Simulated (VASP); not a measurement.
# TaPt2N3 (Cmmm) in VASP: single point with r2SCAN+rVV10

Aim: the single point of TaPt2N3 with r2SCAN+rVV10.

All numbers are computed with VASP 6.6.1; they aren't measurements. Logs are shortened: lines on timing, memory, paths and dates and some standing lists are left out, and cuts for length are marked.

**1. The cell of the first run**

Symmetry: Cmmm, No. 65, orthorhombic system. The conventional cell has a = 5.138 Å, b = 6.617 Å, c = 4.307 Å, α = 90.00°, β = 90.00°, γ = 90.00°. Ta (site symmetry mmm) has 2 N at 1.97 Å within 2.6 Å. Pt (site symmetry 2/m) has 6 N at 2.09 to 2.53 Å and 2 Pt at 2.57 Å within 2.8 Å. Within 2.7 Å of N (site symmetry m2m) lie 1 Ta at 1.97 Å and 4 Pt at 2.53 Å and 5 N at 2.53 to 2.67 Å. Within 2.8 Å of N (site symmetry mmm) lie 4 Pt at 2.09 Å and 4 N at 2.53 Å.

**2. Single point, r2SCAN+rVV10**

The input, POSCAR:

```
TaPt2N3
1.0
    2.5692367528     -3.3085359931      0.0000000000
    2.5692367528      3.3085359931      0.0000000000
    0.0000000000      0.0000000000      4.3065100652
Ta Pt N
1 2 3
Direct
    0.5000000000      0.5000000000      0.0000000000
    0.0000000000      0.5000000000      0.5000000000
    0.5000000000      0.0000000000      0.5000000000
    0.2017353880      0.7982646120      0.0000000000
    0.7982646120      0.2017353880      0.0000000000
    0.0000000000      0.0000000000      0.5000000000
```

The input, INCAR.step1:

```
SYSTEM = TaPt2N3
  PREC = Accurate
  ENCUT = 520
  ISMEAR = -1
  SIGMA = 0.03
  LREAL = .FALSE.
  LASPH = .TRUE.
  NELM = 80
  NBANDS = 32
  GGA = PE
  ALGO = Normal
  EDIFF = 1E-4
  LWAVE = .TRUE.
  LCHARG = .FALSE.
```

The input, INCAR.step2:

```
SYSTEM = TaPt2N3
  PREC = Accurate
  ENCUT = 520
  EDIFF = 1E-7
  ISMEAR = -1
  SIGMA = 0.03
  LREAL = .FALSE.
  LASPH = .TRUE.
  NELM = 80
  ALGO = Normal
  ISIF = 2
  LWAVE = .FALSE.
  LCHARG = .FALSE.
  METAGGA = R2SCAN
  LMIXTAU = .TRUE.
  LUSE_VDW = .TRUE.
  IVDW_NL = 2
  BPARAM = 11.95
  CPARAM = 0.0093
  NBANDS = 32
  ISTART = 1
```

The input, KPOINTS:

```
regular mesh
0
G
  6 6 6
  0 0 0
```

Potentials or basis: VASP PAW PBE potentials, release 64 (Ta_pv, Pt, N).

On the command line:

```sh
cat potpaw_PBE.64/Ta_pv/POTCAR potpaw_PBE.64/Pt/POTCAR potpaw_PBE.64/N/POTCAR > POTCAR
cp INCAR.step1 INCAR
mpirun -np 1 vasp_std > vasp.out
cp INCAR.step2 INCAR
mpirun -np 1 vasp_std > vasp.out
```

OUTCAR:

```text
SYSTEM = TaPt2N3
   PREC = Accurate
   ENCUT = 520
   EDIFF = 1E-7
   ISMEAR = -1
   LREAL = .FALSE.
   LASPH = .TRUE.
   NELM = 80
   ISIF = 2
   METAGGA = R2SCAN
   IVDW_NL = 2
   BPARAM = 11.95
   ISTART = 1

 ion  position               nearest neighbor table
   1  0.500  0.500  0.000-   4 1.97   5 1.97   2 3.00   3 3.00   2 3.00   3 3.00   3 3.00   3 3.00
                             2 3.00   2 3.00
   2  0.000  0.500  0.500-   6 2.09   6 2.09   4 2.53   4 2.53   5 2.53   5 2.53   3 2.57   3 2.57
                             1 3.00   1 3.00   1 3.00   1 3.00   3 3.31   3 3.31
   3  0.500  0.000  0.500-   6 2.09   6 2.09   4 2.53   4 2.53   5 2.53   5 2.53   2 2.57   2 2.57
                             1 3.00   1 3.00   1 3.00   1 3.00   2 3.31   2 3.31
   4  0.202  0.798  0.000-   1 1.97   2 2.53   3 2.53   2 2.53   3 2.53
   5  0.798  0.202  0.000-   1 1.97   2 2.53   3 2.53   2 2.53   3 2.53
   6  0.000  0.000  0.500-   2 2.09   3 2.09   2 2.09   3 2.09

  LATTYP: Found a base centered orthorhombic cell.
 ALAT       =     5.1384735056
 B/A-ratio  =     1.2877505312
 C/A-ratio  =     0.8380913243

  Lattice vectors:

 A1 = (   2.5692367528,  -3.3085359931,   0.0000000000)
 A2 = (   2.5692367528,   3.3085359931,   0.0000000000)
 A3 = (   0.0000000000,   0.0000000000,   4.3065100652)

Analysis of symmetry for initial positions (statically):
=====================================================================
 Subroutine PRICEL returns:
 Original cell was already a primitive cell.

 Routine SETGRP: Setting up the symmetry group for a
 base centered orthorhombic supercell.

 Subroutine GETGRP returns: Found  8 space group operations
 (whereof  8 operations were pure point group operations)
 out of a pool of  8 trial point group operations.

The static configuration has the point symmetry D_2h.

Analysis of symmetry for dynamics (positions and initial velocities):
=====================================================================
 Subroutine PRICEL returns:
 Original cell was already a primitive cell.

 Routine SETGRP: Setting up the symmetry group for a
 base centered orthorhombic supercell.

 Subroutine GETGRP returns: Found  8 space group operations
 (whereof  8 operations were pure point group operations)
 out of a pool of  8 trial point group operations.

The dynamic configuration has the point symmetry D_2h.

 Subroutine INISYM returns: Found  8 space group operations
 (whereof  8 operations are pure point group operations),
 and found     1 'primitive' translations

----------------------------------------------------------------------------------------

                                     Primitive cell
[... 106 lines left out ...]
   ISYM   =      2    0-nonsym 1-usesym 2-fastsym
   POTIM  = 0.5000    time-step for ionic-motion
   TEBEG  =    0.0;   TEEND  =   0.0 temperature during run
   PSTRESS=    0.0 pullay stress
   NELECT =      46.0000    total number of electrons
   NUPDOWN=      -1.0000    fix difference up-down
   EMIN   =  10.00;   EMAX   =-10.00  energy-range for DOS
   EFERMI =   0.00;   METHOD = LEGACY
   ISMEAR =    -1;   SIGMA  =   0.03  broadening in eV -4-tet -1-fermi 0-gaus
   EFERMI_NEDOS =   21; number of points for ismear=-14 and -15
   IALGO  =     38    algorithm
   IMIX   =      4    mixing-type and parameters
     AMIX     =   0.40;   BMIX     =  1.00
     AMIX_MAG =   1.60;   BMIX_MAG =  1.00
  volume/ion in A,a.u.               =      12.20        82.35
  Fermi-wavevector in a.u.,A,eV,Ry     =   1.402154  2.649686 26.749530  1.966035
  Thomas-Fermi vector in A             =   2.524944
   LORBIT       =      0    0 simple, 1 ext, 2 COOP (PROOUT), +10 PAW based schemes
   METAGGA = R2SCAN    functional components
   LHFCALC =     F    Hartree Fock is set to
   AEXX    =    0.0000 exact exchange contribution
   IVDW_NL    =     2    kernel type
   BPARAM     =11.9500
   IVDW    =     0    specifies the selected vdW correction
   LEPSILON=     F    determine dielectric tensor
   LRPA    =     F    only Hartree local field effects (RPA)
 non-spin polarized calculation
  energy-cutoff  :      520.00
  volume of cell :       73.21
 maximum number of plane-waves:      1992
   NGX = 15   NGY = 15   NGZ = 17

 number of electron      46.0000005 magnetization

 Free energy of the ion-electron system (eV)
  ---------------------------------------------------
  ext. energy  EPLUGINS =         0.00000000
  ---------------------------------------------------
  free energy    TOTEN  =      -170.10342696 eV

  energy without entropy =     -170.09136247  energy(sigma->0) =     -170.09739472

 E-fermi :   8.0820     XC(G=0): -13.5171

 val. band max:        8.0803081930   @ k =  -0.3333   0.3333   0.0000
 cond. band min:       8.0983762987   @ k =   0.0000   0.0000   0.1667
 fundamental gap:      0.0180681057
 Fermi energy:         8.0820036657

 k-point     1 :       0.0000    0.0000    0.0000
  band No.  band energies     occupation
      1     -29.1494      2.00000
      2     -29.0336      2.00000
      3     -28.8675      2.00000
      4      -9.9687      2.00000
      5      -7.8679      2.00000
      6      -5.4339      2.00000
[... 829 lines left out ...]
     31      14.3046      0.00000
     32      15.0453      0.00000

 [... further k-points ...]

------------------------ aborting loop because EDIFF is reached ----------------------------------------

  FORCE on cell =-STRESS in cart. coord.  units (eV):
  Direction    XX          YY          ZZ          XY          YZ          ZX
  --------------------------------------------------------------------------------------
  -------------------------------------------------------------------------------------
  Total        0.6932659      0.9821810      0.4471300      0.0000000      0.0000000      0.0000000
  in kB       15.1710257     21.4934765      9.7847318      0.0000000      0.0000000      0.0000000
  external PRESSURE =      15.4830780 kB  Pullay stress =       0.0000000 kB

 VOLUME and BASIS-vectors are now :
 -----------------------------------------------------------------------------
  energy-cutoff  :      520.00
  volume of cell :       73.21
      direct lattice vectors                 reciprocal lattice vectors
     2.569236753 -3.308535993  0.000000000     0.194610325 -0.151124244  0.000000000
     2.569236753  3.308535993  0.000000000     0.194610325  0.151124244  0.000000000
     0.000000000  0.000000000  4.306510065     0.000000000  0.000000000  0.232206586

 POSITION                                       TOTAL-FORCE (eV/Angst)
 -----------------------------------------------------------------------------------
      2.56924      0.00000      0.00000         0.000000      0.000000     -0.000000
      1.28462      1.65427      2.15326        -0.000000      0.000000     -0.000000
      1.28462     -1.65427      2.15326        -0.000000      0.000000     -0.000000
      2.56924      1.97364      0.00000        -0.000000      0.104146      0.000000
      2.56924     -1.97364      0.00000        -0.000000     -0.104146     -0.000000
      0.00000      0.00000      2.15326        -0.000000      0.000000     -0.000000
 -----------------------------------------------------------------------------------
    total drift:                               -0.000000     -0.000000     -0.000000

  FREE ENERGIE OF THE ION-ELECTRON SYSTEM (eV)
  ---------------------------------------------------
  free  energy   TOTEN  =      -170.1034269572 eV

  energy  without entropy=     -170.0913624736  energy(sigma->0) =     -170.09739472
```

Wall time 5.2 min (1 thread of Intel Xeon Platinum 8259CL at 2.50GHz (Skylake/Cascade Lake), shared host); peak memory 0.4 GiB.

Results:

```
Free energy            : -170.1034 eV
Pressure               : 1.5 GPa
Largest force          : 0.104 eV/Å
Band gap on the k mesh : zero (bands 23 and 24 overlap by 1.31 eV)
```

Forces on the atoms (eV/Å):
```
Ta   0.000  0.000  0.000
Pt   0.000  0.000  0.000
Pt   0.000  0.000  0.000
N    0.000  0.104  0.000
N    0.000 -0.104  0.000
N    0.000  0.000  0.000
```

Levels at points of the mesh, in eV from the Fermi level:
| k point | band 21 | band 22 | band 23 | band 24 | band 25 | band 26 |
| --- | --- | --- | --- | --- | --- | --- |
| (0.00, 0.00, 0.00) | -0.93 | -0.63 | -0.27 | -0.08 | 0.62 | 0.64 |
| (0.50, 0.00, 0.00) | -1.36 | -0.71 | -0.69 | -0.29 | -0.28 | 0.77 |
| (0.50, 0.50, 0.00) | -0.72 | -0.55 | 0.03 | 0.12 | 0.42 | 1.21 |
| (0.00, 0.00, 0.50) | -1.65 | -1.61 | -0.12 | 0.10 | 0.31 | 0.33 |
| (0.50, 0.00, 0.50) | -2.00 | -1.38 | -1.01 | -0.05 | 0.52 | 0.70 |
| (0.50, 0.50, 0.50) | -0.30 | 0.17 | 0.55 | 0.66 | 1.25 | 1.45 |

Caveat: the PAW data sets were made with another functional, which shifts forces and pressure a little; spin-orbit coupling is left out, which moves the levels of the heavy elements.
